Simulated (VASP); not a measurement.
# Ba (I4_1/amd) in VASP: further runs

Runs on Ba. Level: PBE. Tasks: single point.

Program: VASP 6.6.1. These are calculated values, not measurements. Logs are shortened: lines on timing, memory, paths and dates and some standing lists are left out, and cuts for length are marked.

### 1 The cell of the first run

Symmetry: I4_1/amd, No. 141, tetragonal system. Conventional cell: a = 7.434 Å, b = 7.434 Å, c = 4.025 Å, α = 90.00°, β = 90.00°, γ = 90.00°. Ba (site symmetry -4m2) has 10 Ba at 3.85 to 4.79 Å within 5.1 Å.

### 2 Single point, PBE (55.61 Å³/atom)

INCAR

```
SYSTEM = Ba
ALGO = Normal ; EDIFF = 1E-7
ENCUT = 520 ; GGA = PE
ISIF = 2 ; ISMEAR = -1
LASPH = .TRUE. ; LCHARG = .FALSE.
LREAL = .FALSE. ; LWAVE = .FALSE.
NBANDS = 17 ; NELM = 100
PREC = Accurate ; SIGMA = 0.08
```

KPOINTS

```
k-points
0
G
  10 10 10
  0 0 0
```

POSCAR

```
Ba
1.0
   -3.7169751248      3.7169751248      2.0126282348
    3.7169751248     -3.7169751248      2.0126282348
    3.7169751248      3.7169751248     -2.0126282348
Ba
2
Direct
   -0.3750000000     -0.1250000000     -0.2500000000
    0.3750000000      0.1250000000      0.2500000000
```

Potentials or basis: VASP PAW PBE potentials, release 64 (Ba_sv).

The run is started by

```bash
> cat potpaw_PBE.64/Ba_sv/POTCAR > POTCAR
> mpirun -np 1 vasp_std > vasp.out
```

OUTCAR:

```text
SYSTEM = Ba
   EDIFF = 1E-7
   ENCUT = 520
   GGA = PE
   ISIF = 2
   ISMEAR = -1
   LASPH = .TRUE.
   LREAL = .FALSE.
   NELM = 100
   PREC = Accurate

 ion  position               nearest neighbor table
   1  0.625  0.875  0.750-   2 3.85   2 3.85   2 3.85   2 3.85
   2  0.375  0.125  0.250-   1 3.85   1 3.85   1 3.85   1 3.85

  LATTYP: Found a body centered tetragonal cell.
 ALAT       =     7.4339502496
 C/A-ratio  =     0.5414693850

  Lattice vectors:

 A1 = (  -3.7169751248,   3.7169751248,   2.0126282348)
 A2 = (   3.7169751248,  -3.7169751248,   2.0126282348)
 A3 = (   3.7169751248,   3.7169751248,  -2.0126282348)

Analysis of symmetry for initial positions (statically):
=====================================================================
 Subroutine PRICEL returns:
 Original cell was already a primitive cell.

 Routine SETGRP: Setting up the symmetry group for a
 body centered tetragonal supercell.

 Subroutine GETGRP returns: Found 16 space group operations
 (whereof  4 operations were pure point group operations)
 out of a pool of 16 trial point group operations.

The static configuration has the point symmetry C_2h.
 The point group associated with its full space group is D_4h.

Analysis of symmetry for dynamics (positions and initial velocities):
=====================================================================
 Subroutine PRICEL returns:
 Original cell was already a primitive cell.

 Routine SETGRP: Setting up the symmetry group for a
 body centered tetragonal supercell.

 Subroutine GETGRP returns: Found 16 space group operations
 (whereof  4 operations were pure point group operations)
 out of a pool of 16 trial point group operations.

The dynamic configuration has the point symmetry C_2h.
 The point group associated with its full space group is D_4h.

 Subroutine INISYM returns: Found 16 space group operations
 (whereof  4 operations are pure point group operations),
 and found     1 'primitive' translations

----------------------------------------------------------------------------------------

                                     Primitive cell

  volume of cell :     111.2251

  direct lattice vectors                    reciprocal lattice vectors
    -3.716975125  3.716975125  2.012628235     0.000000000  0.134517984  0.248431375
     3.716975125 -3.716975125  2.012628235     0.134517984  0.000000000  0.248431375
     3.716975125  3.716975125 -2.012628235     0.134517984  0.134517984  0.000000000

  length of vectors
     5.628719265  5.628719265  5.628719265     0.282512365  0.282512365  0.190237157

  position of ions in fractional coordinates (direct lattice)
     0.625000000  0.875000000  0.750000000
     0.375000000  0.125000000  0.250000000

  ion indices of the primitive-cell ions
   primitive index   ion index
                 1           1
                 2           2

----------------------------------------------------------------------------------------

 KPOINTS: k-points

Automatic generation of k-mesh.
 Grid dimensions read from file:
 generate k-points for:   10   10   10

 Generating k-lattice:

  Cartesian coordinates                     Fractional coordinates (reciprocal lattice)
     0.000000000  0.013451798  0.024843138     0.100000000  0.000000000  0.000000000
     0.013451798  0.000000000  0.024843138     0.000000000  0.100000000  0.000000000
     0.013451798  0.013451798  0.000000000     0.000000000  0.000000000  0.100000000

  Length of vectors
     0.028251236  0.028251236  0.019023716

  Shift w.r.t. Gamma in fractional coordinates (k-lattice)
     0.000000000  0.000000000  0.000000000

 Subroutine IBZKPT returns following result:
 ===========================================

 Found    102 irreducible k-points:

 Following reciprocal coordinates:
            Coordinates               Weight
  0.000000  0.000000  0.000000      1.000000
  0.100000  0.000000 -0.000000      8.000000
  0.200000  0.000000 -0.000000      8.000000
  0.300000  0.000000 -0.000000      8.000000
  0.400000  0.000000 -0.000000      8.000000
  0.500000  0.000000 -0.000000      4.000000
[... 16 lines left out ...]
  0.300000  0.300000 -0.000000      8.000000
  0.400000  0.300000 -0.000000     16.000000
 [... further k-points ...]
   k-points           NKPTS =    102   k-points in BZ     NKDIM =    102   number of bands    NBANDS=     17
   number of dos      NEDOS =    301   number of ions     NIONS =      2
   total plane-waves  NPLWV =  74088
   dimension x,y,z NGX =    42 NGY =   42 NGZ =   42
   dimension x,y,z NGXF=    84 NGYF=   84 NGZF=   84
   ions per type =               2
   NGX,Y,Z   is equivalent  to a cutoff of  12.40, 12.40, 12.40 a.u.
   NGXF,Y,Z  is equivalent  to a cutoff of  24.81, 24.81, 24.81 a.u.
 SYSTEM =  Ba
   PREC   = accura    normal or accurate (medium, high low for compatibility)
   ISTART =      0    job   : 0-new  1-cont  2-samecut
   ICHARG =      2    charge: 1-file 2-atom 10-const
   ISPIN  =      1    spin polarized calculation?
   LNONCOLLINEAR =      F non collinear calculations
   LSORBIT =      F    spin-orbit coupling
   LASPH  =      T    aspherical Exc in radial PAW
   ENCUT  =  520.0 eV  38.22 Ry    6.18 a.u.  10.47 10.47 10.47*2*pi/ulx,y,z
   NELM   =    100;   NELMIN=  2; NELMDL= -5     # of ELM steps
   EDIFF  = 0.1E-06   stopping-criterion for ELM
   LREAL  =      F    real-space projection
   EDIFFG = 0.1E-05   stopping-criterion for IOM
   NSW    =      0    number of steps for IOM
   IBRION =     -1    ionic relax: 0-MD 1-quasi-New 2-CG
   NFREE  =      0    steps in history (QN), initial steepest desc. (CG)
   ISIF   =      2    stress and relaxation
   ISYM   =      2    0-nonsym 1-usesym 2-fastsym
   POTIM  = 0.5000    time-step for ionic-motion
   TEBEG  =    0.0;   TEEND  =   0.0 temperature during run
   PSTRESS=    0.0 pullay stress
   NELECT =      20.0000    total number of electrons
   NUPDOWN=      -1.0000    fix difference up-down
   EMIN   =  10.00;   EMAX   =-10.00  energy-range for DOS
   EFERMI =   0.00;   METHOD = LEGACY
   ISMEAR =    -1;   SIGMA  =   0.08  broadening in eV -4-tet -1-fermi 0-gaus
   EFERMI_NEDOS =   21; number of points for ismear=-14 and -15
   IALGO  =     38    algorithm
   IMIX   =      4    mixing-type and parameters
     AMIX     =   0.40;   BMIX     =  1.00
     AMIX_MAG =   1.60;   BMIX_MAG =  1.00
  volume/ion in A,a.u.               =      55.61       375.29
  Fermi-wavevector in a.u.,A,eV,Ry     =   0.924025  1.746155 11.616965  0.853823
  Thomas-Fermi vector in A             =   2.049726
   LORBIT       =      0    0 simple, 1 ext, 2 COOP (PROOUT), +10 PAW based schemes
   GGA     = PE    functional components
   LHFCALC =     F    Hartree Fock is set to
   AEXX    =    0.0000 exact exchange contribution
   IVDW    =     0    specifies the selected vdW correction
   LEPSILON=     F    determine dielectric tensor
   LRPA    =     F    only Hartree local field effects (RPA)
 non-spin polarized calculation
  energy-cutoff  :      520.00
  volume of cell :      111.23
 maximum number of plane-waves:      3023
 NGX is ok and might be reduce to    42
   NGX = 21   NGY = 21   NGZ = 21

 number of electron      19.9999999 magnetization

 Free energy of the ion-electron system (eV)
  ---------------------------------------------------
  ext. energy  EPLUGINS =         0.00000000
  ---------------------------------------------------
  free energy    TOTEN  =        -3.45295827 eV

  energy without entropy =       -3.41352219  energy(sigma->0) =       -3.43324023

 E-fermi :   2.0138     XC(G=0):  -7.8076

 val. band max:        2.0051522878   @ k =  -0.2000  -0.2000   0.1000
 cond. band min:       2.0292377620   @ k =  -0.1000  -0.3000   0.1000
 fundamental gap:      0.0240854743
 Fermi energy:         2.0137516824

 k-point     1 :       0.0000    0.0000    0.0000
  band No.  band energies     occupation
      1     -26.8702      2.00000
      2     -26.7049      2.00000
      3     -12.3618      2.00000
      4     -12.3618      2.00000
      5     -11.6900      2.00000
      6     -11.6807      2.00000
[... 9 lines left out ...]
     16       5.3504      0.00000
     17       5.3504      0.00000

 k-point     2 :       0.1000    0.0000   -0.0000
  band No.  band energies     occupation
      1     -26.8622      2.00000
      2     -26.7039      2.00000
      3     -12.3560      2.00000
      4     -12.3357      2.00000
      5     -11.7572      2.00000
      6     -11.7458      2.00000
[... 9 lines left out ...]
     16       5.7596      0.00000
     17       5.8546      0.00000

 k-point     3 :       0.2000    0.0000   -0.0000
  band No.  band energies     occupation
      1     -26.8407      2.00000
      2     -26.7017      2.00000
      3     -12.3406      2.00000
      4     -12.2713      2.00000
      5     -11.9287      2.00000
      6     -11.8913      2.00000
[... 9 lines left out ...]
     16       4.9890      0.00000
     17       5.3873      0.00000

 k-point     4 :       0.3000    0.0000   -0.0000
  band No.  band energies     occupation
      1     -26.8123      2.00000
      2     -26.7006      2.00000
      3     -12.3210      2.00000
      4     -12.2394      2.00000
      5     -12.1179      2.00000
      6     -12.0142      2.00000
[... 9 lines left out ...]
     16       4.8549      0.00000
     17       5.0674      0.00000
[... 343 lines left out ...]
      1     -26.8544      2.00000
      2     -26.7207      2.00000
      3     -12.3093      2.00000
      4     -12.3056      2.00000
      5     -11.7785      2.00000
      6     -11.7246      2.00000
[... 9 lines left out ...]
     16       5.5555      0.00000
     17       5.6316      0.00000

 k-point    23 :       0.3000    0.3000   -0.0000
  band No.  band energies     occupation
      1     -26.7681      2.00000
      2     -26.7207      2.00000
      3     -12.3938      2.00000
      4     -12.2564      2.00000
      5     -12.1695      2.00000
      6     -12.0663      2.00000
[... 9 lines left out ...]
     16       5.0947      0.00000
     17       5.5293      0.00000

 k-point    24 :       0.4000    0.3000   -0.0000
  band No.  band energies     occupation
      1     -26.7729      2.00000
      2     -26.7399      2.00000
      3     -12.3121      2.00000
      4     -12.1814      2.00000
      5     -12.1288      2.00000
      6     -11.9754      2.00000
[... 9 lines left out ...]
     16       4.9311      0.00000
     17       5.0616      0.00000

 [... further k-points ...]

------------------------ aborting loop because EDIFF is reached ----------------------------------------

  FORCE on cell =-STRESS in cart. coord.  units (eV):
  Direction    XX          YY          ZZ          XY          YZ          ZX
  --------------------------------------------------------------------------------------
  -------------------------------------------------------------------------------------
  Total        0.5989681      0.5989681      0.6075791      0.0000000      0.0000000     -0.0000000
  in kB        8.6280258      8.6280258      8.7520654      0.0000000      0.0000000     -0.0000000
  external PRESSURE =       8.6693724 kB  Pullay stress =       0.0000000 kB

 VOLUME and BASIS-vectors are now :
 -----------------------------------------------------------------------------
  energy-cutoff  :      520.00
  volume of cell :      111.23
      direct lattice vectors                 reciprocal lattice vectors
    -3.716975125  3.716975125  2.012628235     0.000000000  0.134517984  0.248431375
     3.716975125 -3.716975125  2.012628235     0.134517984  0.000000000  0.248431375
     3.716975125  3.716975125 -2.012628235     0.134517984  0.134517984  0.000000000

 POSITION                                       TOTAL-FORCE (eV/Angst)
 -----------------------------------------------------------------------------------
      3.71698      1.85849      1.50947         0.000000      0.000000      0.000000
     -0.00000      1.85849      0.50316        -0.000000     -0.000000     -0.000000
 -----------------------------------------------------------------------------------
    total drift:                               -0.000000     -0.000000      0.000000

  FREE ENERGIE OF THE ION-ELECTRON SYSTEM (eV)
  ---------------------------------------------------
  free  energy   TOTEN  =        -3.4529582689 eV

  energy  without entropy=       -3.4135221925  energy(sigma->0) =       -3.43324023
```

Run time: 2.3 min. Hardware: 1 thread of Intel Xeon Platinum 8375C at 2.90GHz (Ice Lake), shared host; peak memory 0.36 GiB.

What came out:

| Property | Result |
| --- | --- |
| Free energy | -3.4530 eV |
| Pressure | 0.9 GPa |
| Band gap on the k mesh | zero (bands 10 and 11 overlap by 0.28 eV) |

Levels at points of the mesh, in eV from the Fermi level:
| k point | band 7 | band 8 | band 9 | band 10 | band 11 | band 12 | band 13 | band 14 |
| --- | --- | --- | --- | --- | --- | --- | --- | --- |
| (0.00, 0.00, 0.00) | -13.65 | -13.65 | -2.64 | -0.99 | 0.40 | 0.45 | 1.11 | 3.14 |
| (0.50, 0.00, 0.00) | -13.87 | -13.61 | -0.67 | -0.55 | 0.29 | 1.03 | 1.64 | 2.04 |
| (0.50, 0.50, 0.00) | -13.66 | -13.66 | -0.97 | -0.97 | 0.65 | 0.65 | 1.70 | 1.70 |
| (0.50, 0.50, 0.50) | -13.56 | -13.56 | -0.73 | -0.73 | 1.14 | 1.14 | 1.19 | 1.19 |

Caveat: spin-orbit coupling is left out, which moves the levels of the heavy elements.

### 3 Single point, PBE

This run uses another cell than the first one, of 60.45 Å³/atom.

INCAR

```
SYSTEM = Ba
PREC = Accurate ; ENCUT = 520
EDIFF = 1E-6 ; ISMEAR = -1
SIGMA = 0.08 ; LREAL = .FALSE.
LASPH = .TRUE. ; NELM = 100
ALGO = Normal ; ISIF = 2
LWAVE = .FALSE. ; LCHARG = .FALSE.
GGA = PE ; NBANDS = 17
```

KPOINTS

```
regular mesh
0
G
  10 10 10
  0 0 0
```

POSCAR

```
Ba
1.0
   -3.8230913268      3.8230913268      2.0678817372
    3.8230913268     -3.8230913268      2.0678817372
    3.8230913268      3.8230913268     -2.0678817372
Ba
2
Direct
   -0.3750000000     -0.1250000000     -0.2500000000
    0.3750000000      0.1250000000      0.2500000000
```

Potentials or basis: VASP PAW PBE potentials, release 64 (Ba_sv).

The run is started by

```bash
> cat potpaw_PBE.64/Ba_sv/POTCAR > POTCAR
> mpirun -np 1 vasp_std > vasp.out
```

Wall time 2.3 min (1 thread of Intel Xeon Platinum 8375C at 2.90GHz (Ice Lake), shared host); peak memory 0.41 GiB.

The run converged. Its results:

```
Free energy            : -3.4805 eV
Pressure               : 0.1 GPa
Band gap on the k mesh : zero (bands 10 and 11 overlap by 0.14 eV)
```

Levels at points of the mesh, in eV from the Fermi level:
```
           k point  band 7  band 8  band 9  band 10  band 11  band 12  band 13  band 14
(0.00, 0.00, 0.00)  -13.83  -13.83   -2.62    -0.83     0.38     0.48     1.09     2.99
(0.50, 0.00, 0.00)  -14.00  -13.79   -0.63    -0.45     0.29     0.96     1.40     1.92
(0.50, 0.50, 0.00)  -13.83  -13.83   -1.04    -1.04     0.65     0.65     1.56     1.56
(0.50, 0.50, 0.50)  -13.76  -13.76   -0.76    -0.76     0.93     0.93     1.14     1.14
```

Caveat: spin-orbit coupling is left out, which moves the levels of the heavy elements.

The gap in the log of VASP goes by the Fermi energy; the results here count the filled bands.